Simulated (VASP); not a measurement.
# SiC (Cmc2_1) in VASP: electric field gradients with r2SCAN

Aim: the electric field gradients of SiC with r2SCAN.

Everything below comes from runs of VASP 6.6.1. Logs are shortened: lines on timing, memory, paths and dates and some standing lists are left out, and cuts for length are marked.

### Step 1. The cell of the first run

The typed cell holds 12 atoms: a = 3.080 Å, b = 3.080 Å, c = 15.122 Å, α = 90.00°, β = 90.00°, γ = 120.04°.

### Step 2. Electric field gradients, r2SCAN

Input file POSCAR:

```
SiC
1.0
    1.5389000000     -2.6675000000      0.0000000000
    1.5389000000      2.6675000000      0.0000000000
    0.0000000000      0.0000000000     15.1219000000
Si C
6 6
Direct
    0.1666620629      0.8333379371      0.8577214520
    0.8333379371      0.1666620629      0.3577214520
    0.5001149255      0.4998850745      0.5245066742
    0.4998850745      0.5001149255      0.0245066742
    0.8334420064      0.1665579936      0.6912249935
    0.1665579936      0.8334420064      0.1912249935
    0.5001800041      0.4998199959      0.6498136389
    0.4998199959      0.5001800041      0.1498136389
    0.1666200943      0.8333799057      0.9826819952
    0.8333799057      0.1666200943      0.4826819952
    0.8333969748      0.1666030252      0.8161912462
    0.1666030252      0.8333969748      0.3161912462
```

Input file INCAR.step1:

```
ALGO = Normal
EDIFF = 1E-4
ENCUT = 520
GGA = PE
ISMEAR = -1
LASPH = T
LCHARG = F
LREAL = F
LWAVE = T
NBANDS = 36
NELM = 80
PREC = Accurate
SIGMA = 0.02
```

Input file INCAR.step2:

```
ALGO = Normal
EDIFF = 1E-8
ENCUT = 520
ISIF = 2
ISMEAR = -1
ISTART = 1
LASPH = T
LCHARG = F
LEFG = T
LMIXTAU = T
LREAL = F
LWAVE = F
METAGGA = R2SCAN
NBANDS = 36
NELM = 80
PREC = Accurate
SIGMA = 0.02
```

Input file KPOINTS:

```
k-points
0
Gamma
  10 10 2
```

Potentials or basis: VASP PAW PBE potentials, release 64 (Si, C).

Run with:

```bash
cat potpaw_PBE.64/Si/POTCAR potpaw_PBE.64/C/POTCAR > POTCAR
cp INCAR.step1 INCAR
mpirun -np 1 vasp_std > vasp.out
cp INCAR.step2 INCAR
mpirun -np 1 vasp_std > vasp.out
```

OUTCAR:

```text
EDIFF = 1E-8
   ENCUT = 520
   ISIF = 2
   ISMEAR = -1
   ISTART = 1
   LASPH = T
   LREAL = F
   METAGGA = R2SCAN
   NELM = 80
   PREC = Accurate

 ion  position               nearest neighbor table
   1  0.167  0.833  0.858-  11 1.89  11 1.89  11 1.89   9 1.89   5 3.08   5 3.08   5 3.08   4 3.09
                             4 3.09   4 3.09
   2  0.833  0.167  0.358-  12 1.89  12 1.89  12 1.89  10 1.89   6 3.08   6 3.08   6 3.08   3 3.09
                             3 3.09   3 3.09
   3  0.500  0.500  0.525-  10 1.89  10 1.89  10 1.89   7 1.89   5 3.08   5 3.08   5 3.09   2 3.09
                             2 3.09   2 3.09
   4  0.500  0.500  0.025-   9 1.89   9 1.89   9 1.89   8 1.89   6 3.08   6 3.08   6 3.09   1 3.09
                             1 3.09   1 3.09
   5  0.833  0.167  0.691-   7 1.88   7 1.88   7 1.89  11 1.89   1 3.08   1 3.08   1 3.08   3 3.08
                             3 3.08   3 3.09
   6  0.167  0.833  0.191-   8 1.88   8 1.88   8 1.89  12 1.89   2 3.08   2 3.08   2 3.08   4 3.08
                             4 3.08   4 3.09
   7  0.500  0.500  0.650-   5 1.88   5 1.88   5 1.89   3 1.89
   8  0.500  0.500  0.150-   6 1.88   6 1.88   6 1.89   4 1.89
   9  0.167  0.833  0.983-   4 1.89   4 1.89   4 1.89   1 1.89
  10  0.833  0.167  0.483-   3 1.89   3 1.89   3 1.89   2 1.89
  11  0.833  0.167  0.816-   1 1.89   1 1.89   1 1.89   5 1.89
  12  0.167  0.833  0.316-   2 1.89   2 1.89   2 1.89   6 1.89

  LATTYP: Found a base centered orthorhombic cell.
 ALAT       =     3.0778000000
 B/A-ratio  =     1.7333809864
 C/A-ratio  =     4.9132172331

  Lattice vectors:

 A1 = (   1.5389000000,  -2.6675000000,   0.0000000000)
 A2 = (   1.5389000000,   2.6675000000,   0.0000000000)
 A3 = (   0.0000000000,   0.0000000000,  15.1219000000)

Analysis of symmetry for initial positions (statically):
=====================================================================
 Subroutine PRICEL returns:
 Original cell was already a primitive cell.

 Routine SETGRP: Setting up the symmetry group for a
 base centered orthorhombic supercell.

 Subroutine GETGRP returns: Found  4 space group operations
 (whereof  2 operations were pure point group operations)
 out of a pool of  8 trial point group operations.

The static configuration has the point symmetry C_1h.
 The point group associated with its full space group is C_2v.

Analysis of symmetry for dynamics (positions and initial velocities):
=====================================================================
 Subroutine PRICEL returns:
 Original cell was already a primitive cell.

 Routine SETGRP: Setting up the symmetry group for a
 base centered orthorhombic supercell.

 Subroutine GETGRP returns: Found  4 space group operations
 (whereof  2 operations were pure point group operations)
 out of a pool of  8 trial point group operations.

The dynamic configuration has the point symmetry C_1h.
 The point group associated with its full space group is C_2v.

 Subroutine INISYM returns: Found  4 space group operations
 (whereof  2 operations are pure point group operations),
 and found     1 'primitive' translations

----------------------------------------------------------------------------------------

                                     Primitive cell

  volume of cell :     124.1513

  direct lattice vectors                    reciprocal lattice vectors
     1.538900000 -2.667500000  0.000000000     0.324907401 -0.187441425  0.000000000
     1.538900000  2.667500000  0.000000000     0.324907401  0.187441425  0.000000000
     0.000000000  0.000000000 15.121900000     0.000000000  0.000000000  0.066129256

  length of vectors
     3.079572935  3.079572935 15.121900000     0.375098796  0.375098796  0.066129256

  position of ions in fractional coordinates (direct lattice)
     0.166662063  0.833337937  0.857721452
     0.833337937  0.166662063  0.357721452
     0.500114926  0.499885074  0.524506674
     0.499885074  0.500114926  0.024506674
     0.833442006  0.166557994  0.691224994
     0.166557994  0.833442006  0.191224994
[... 118 lines left out ...]
   METAGGA = R2SCAN    functional components
   LHFCALC =     F    Hartree Fock is set to
   AEXX    =    0.0000 exact exchange contribution
   IVDW    =     0    specifies the selected vdW correction
   LEPSILON=     F    determine dielectric tensor
   LRPA    =     F    only Hartree local field effects (RPA)
 non-spin polarized calculation
  energy-cutoff  :      520.00
  volume of cell :      124.15
 maximum number of plane-waves:      3363
   NGX = 11   NGY = 11   NGZ = 57

 number of electron      48.0000000 magnetization

 Free energy of the ion-electron system (eV)
  ---------------------------------------------------
  ext. energy  EPLUGINS =         0.00000000
  ---------------------------------------------------
  free energy    TOTEN  =      -115.96371052 eV

  energy without entropy =     -115.96371052  energy(sigma->0) =     -115.96371052

 E-fermi :   8.4642     XC(G=0): -11.9323

 val. band max:        8.0367053304   @ k =   0.0000   0.0000   0.0000
 cond. band min:      10.4262992476   @ k =   0.5000   0.0000   0.0000
 fundamental gap:      2.3895939172
 Fermi energy:         8.4642271758

 k-point     1 :       0.0000    0.0000    0.0000
  band No.  band energies     occupation
      1      -8.2042      2.00000
      2      -7.6647      2.00000
      3      -7.6284      2.00000
      4      -6.0942      2.00000
      5      -6.0637      2.00000
      6      -4.5853      2.00000
[... 925 lines left out ...]
     35      17.5889      0.00000
     36      18.0154      0.00000

 [... further k-points ...]

------------------------ aborting loop because EDIFF is reached ----------------------------------------

  FORCE on cell =-STRESS in cart. coord.  units (eV):
  Direction    XX          YY          ZZ          XY          YZ          ZX
  --------------------------------------------------------------------------------------
  -------------------------------------------------------------------------------------
  Total       -0.1412167     -0.3863737     -0.5959351      0.0000000      0.0000000      0.0000000
  in kB       -1.8224078     -4.9861681     -7.6905669      0.0000000      0.0000000      0.0000000
  external PRESSURE =      -4.8330476 kB  Pullay stress =       0.0000000 kB

 VOLUME and BASIS-vectors are now :
 -----------------------------------------------------------------------------
  energy-cutoff  :      520.00
  volume of cell :      124.15
      direct lattice vectors                 reciprocal lattice vectors
     1.538900000 -2.667500000  0.000000000     0.324907401 -0.187441425  0.000000000
     1.538900000  2.667500000  0.000000000     0.324907401  0.187441425  0.000000000
     0.000000000  0.000000000 15.121900000     0.000000000  0.000000000  0.066129256

 POSITION                                       TOTAL-FORCE (eV/Angst)
 -----------------------------------------------------------------------------------
      1.53890      1.77836     12.97038         0.000000     -0.000513      0.000425
      1.53890     -1.77836      5.40943         0.000000      0.000513      0.000425
      1.53890     -0.00061      7.93154         0.000000      0.000282     -0.005783
      1.53890      0.00061      0.37059         0.000000     -0.000282     -0.005783
      1.53890     -1.77891     10.45264         0.000000     -0.000515      0.003066
      1.53890      1.77891      2.89169         0.000000      0.000515      0.003066
      1.53890     -0.00096      9.82642         0.000000      0.000531      0.005705
      1.53890      0.00096      2.26547         0.000000     -0.000531      0.005705
      1.53890      1.77858     14.86002         0.000000      0.000572     -0.005236
      1.53890     -1.77858      7.29907         0.000000     -0.000572     -0.005236
      1.53890     -1.77867     12.34236         0.000000      0.000477      0.001823
      1.53890      1.77867      4.78141         0.000000     -0.000477      0.001823
 -----------------------------------------------------------------------------------
    total drift:                               -0.000000     -0.000000      0.000117

  FREE ENERGIE OF THE ION-ELECTRON SYSTEM (eV)
  ---------------------------------------------------
  free  energy   TOTEN  =      -115.9637105164 eV

  energy  without entropy=     -115.9637105164  energy(sigma->0) =     -115.96371052

 Electric field gradients (V/A^2)
---------------------------------------------------------------------
 ion       V_xx      V_yy      V_zz      V_xy      V_xz      V_yz
---------------------------------------------------------------------
   1      -1.075    -1.034     2.109    -0.000    -0.000    -0.085
   2      -1.075    -1.034     2.109    -0.000     0.000     0.085
   3       0.146     0.185    -0.332    -0.000    -0.000     0.085
   4       0.146     0.185    -0.332     0.000    -0.000    -0.085
   5      -1.438    -1.401     2.839     0.000     0.000    -0.082
   6      -1.438    -1.401     2.839     0.000     0.000     0.082
   7      -1.201    -1.063     2.264    -0.000     0.000    -0.002
   8      -1.201    -1.063     2.264     0.000     0.000     0.002
   9      -0.358    -0.224     0.582     0.000     0.000    -0.006
  10      -0.358    -0.224     0.582    -0.000     0.000     0.006
  11      -0.222    -0.088     0.310    -0.000    -0.000    -0.006
  12      -0.222    -0.088     0.310     0.000     0.000     0.006
---------------------------------------------------------------------

 Electric field gradients after diagonalization (V/A^2)
 (convention: |V_zz| > |V_xx| > |V_yy|)
----------------------------------------------------------------------
 ion       V_xx      V_yy      V_zz     asymmetry (V_yy - V_xx)/ V_zz
----------------------------------------------------------------------
   1      -1.075    -1.036     2.111       0.018
   2      -1.075    -1.036     2.111       0.018
   3       0.199     0.146    -0.345       0.152
   4       0.199     0.146    -0.345       0.152
   5      -1.438    -1.402     2.840       0.013
   6      -1.438    -1.402     2.840       0.013
   7      -1.201    -1.063     2.264       0.061
   8      -1.201    -1.063     2.264       0.061
   9      -0.358    -0.224     0.582       0.229
  10      -0.358    -0.224     0.582       0.229
  11      -0.222    -0.088     0.310       0.429
  12      -0.222    -0.088     0.310       0.429
----------------------------------------------------------------------

           NMR quadrupolar parameters

 Cq : quadrupolar parameter    Cq=e*Q*V_zz/h
 eta: asymmetry parameters     (V_yy - V_xx)/ V_zz
 Q  : nuclear electric quadrupole moment in mb (millibarn)
----------------------------------------------------------------------
 ion       Cq(MHz)       eta       Q (mb)
----------------------------------------------------------------------
   1       0.005       0.018       1.000
   2       0.005       0.018       1.000
   3      -0.001       0.152       1.000
   4      -0.001       0.152       1.000
   5       0.007       0.013       1.000
   6       0.007       0.013       1.000
   7       0.005       0.061       1.000
   8       0.005       0.061       1.000
   9       0.001       0.229       1.000
  10       0.001       0.229       1.000
  11       0.001       0.429       1.000
  12       0.001       0.429       1.000
----------------------------------------------------------------------
```

Run time: 10 min. Hardware: 1 thread of Intel Xeon Platinum 8488C (Sapphire Rapids), shared host; peak memory 0.37 GiB.

Results:

- Free energy: -115.9637 eV
- Pressure: -0.5 GPa
- Largest force: 0.006 eV/Å
- Band gap on the k mesh: 2.39 eV (least direct gap 3.55 eV)
- Largest electric field gradient by atom: Si +2.1, -0.3, +2.8 (each value once); C +2.3, +0.6, +0.3 (each value once) V/Å²

Forces on the atoms (eV/Å):
```
Si   0.000 -0.001  0.000
Si   0.000  0.001  0.000
Si   0.000  0.000 -0.006
Si   0.000  0.000 -0.006
Si   0.000 -0.001  0.003
Si   0.000  0.001  0.003
C    0.000  0.001  0.006
C    0.000 -0.001  0.006
C    0.000  0.001 -0.005
C    0.000 -0.001 -0.005
C    0.000  0.000  0.002
C    0.000  0.000  0.002
```

Stress tensor (GPa, compression positive):
```
-0.18  0.00  0.00
 0.00 -0.50  0.00
 0.00  0.00 -0.77
```

Electric field gradients, principal values (V/Å²):
```tsv
atom	least	middle	greatest (by size)
1 Si	-1.036	-1.075	2.111
2 Si	-1.036	-1.075	2.111
3 Si	0.146	0.199	-0.345
4 Si	0.146	0.199	-0.345
5 Si	-1.402	-1.438	2.840
6 Si	-1.402	-1.438	2.840
7 C	-1.063	-1.201	2.264
8 C	-1.063	-1.201	2.264
9 C	-0.224	-0.358	0.582
10 C	-0.224	-0.358	0.582
11 C	-0.088	-0.222	0.310
12 C	-0.088	-0.222	0.310
```

Caveat: without QUAD_EFG the Cq values of the log hold for a quadrupole moment of 1 mb, not for the nuclei; the PAW data sets were made with another functional, which shifts forces and pressure a little.
